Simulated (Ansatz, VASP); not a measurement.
**One calculation of Ta, two programs**

```
Ta
1.0
    -1.61490    1.61490    1.61490
     1.61490   -1.61490    1.61490
     1.61490    1.61490   -1.61490
Ta
1
Direct
  0.00000 0.00000 0.00000
```

Change from the starting cell: volume scaled by 0.92, LAPW.

Alike in both runs: task single point; functional PBE; k mesh 16 × 16 × 16; occupations fermi-dirac, width 0.05 eV; no spin polarisation.

|  | VASP | Ansatz |
| --- | --- | --- |
| version | VASP 6.6.1 | Ansatz 0.2.0 |
| potentials or method | VASP PAW PBE potentials, release 64 (Ta_pv), cutoff 520 eV | all-electron LAPW, scalar-relativistic |

VASP gave:

| Quantity | Value |
| --- | --- |
| pressure (GPa) | 18.9 |

Problem. Which values does Ansatz return?

Solution. Pressure (GPa): 18.4.

Ansatz ran all-electron here, and VASP with PAW potentials.

Spin-orbit coupling is off throughout.
